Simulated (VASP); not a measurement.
## Zn: relaxation of cell and atoms with PBE

Zn:

```
CELL_PARAMETERS angstrom
2.67000 0.00000 0.00000
-1.33500 2.31229 0.00000
0.00000 0.00000 4.96600
ATOMIC_POSITIONS crystal
Zn 0.33333 0.66667 0.25000
Zn 0.66667 0.33333 0.75000
```

* Program: VASP 6.6.1
* Task: relaxation of cell and atoms
* Functional: PBE
* Potentials or basis: VASP PAW PBE potentials, release 64 (Zn)
* Cutoff: 600 eV
* k mesh: 18 × 18 × 8
* Occupations: gaussian, width 0.1 eV
* Spin: no spin polarisation
* Dipole correction: no
* Further INCAR settings: ALGO = Fast; EDIFF = 1e-07; IBRION = 2; EDIFFG = -0.005; NSW = 100; ISIF = 3

```yaml
Relaxed_volume: 15.38 Å³/atom
Relaxed_cell: a = 2.637 Å, b = 2.637 Å, c = 5.108 Å, α = 90.00°, β = 90.00°, γ = 120.00°
Space_group_after_relaxing_to_0.05_Å: P6_3/mmc (No. 194)
Energy_gained_by_relaxing: 2.4 meV/atom
Ionic_steps: 18
Pressure_after_relaxing: 0.0 GPa
Band_gap_on_the_k_mesh: zero (band 12 reaches 4.79 eV, above the bottom of band 13 at -0.49 eV)
```

Step by step:
```tsv
step	energy change (eV)	largest force (eV/Å)	pressure (GPa)	volume (Å³)
1	0.0000	0.0000	-0.66	30.66
2	-0.0011	0.0000	0.13	30.38
3	-0.0011	0.0000	0.59	30.23
4	-0.0011	0.0000	0.43	30.31
5	-0.0022	0.0000	0.49	30.33
6	-0.0039	0.0000	0.86	30.38
7	-0.0047	0.0000	0.35	30.64
8	-0.0048	0.0000	0.01	30.80
9	-0.0048	0.0000	0.09	30.75
10	-0.0048	0.0000	0.10	30.73
11	-0.0048	0.0000	0.13	30.72
12	-0.0048	0.0000	0.11	30.73
13	-0.0048	0.0000	0.04	30.74
14	-0.0048	0.0000	0.04	30.73
15	-0.0048	0.0000	0.06	30.73
16	-0.0048	0.0000	0.07	30.73
17	-0.0048	0.0000	0.07	30.73
18	-0.0048	0.0000	0.03	30.76
```

Final structure:
```
Zn
1.0
     2.63688    0.00000    0.00000
    -1.31844    2.28360    0.00000
     0.00000    0.00000    5.10762
Zn
2
Direct
  0.33333 0.66667 0.25000
  0.66667 0.33333 0.75000
```

Levels at points of the mesh, in eV from the Fermi level:
```
           k point  band 10  band 11  band 12  band 13  band 14  band 15
(0.00, 0.00, 0.00)    -7.10    -7.10    -3.75    -3.52    12.14    15.97
(0.50, 0.00, 0.00)    -6.87    -2.67    -1.96     2.34     3.56     3.81
(0.00, 0.00, 0.50)    -7.17    -7.17    -7.17     3.78     3.78    19.35
(0.50, 0.00, 0.50)    -6.88    -1.77    -1.77     0.25     0.25     9.54
```

Wall time 9 min on 1 thread of Intel Xeon 6975P-C (shared host), peak memory 0.25 GiB.

PBE usually gives volumes a little too large and moduli too small. Zero-point motion and thermal expansion aren't in these numbers.
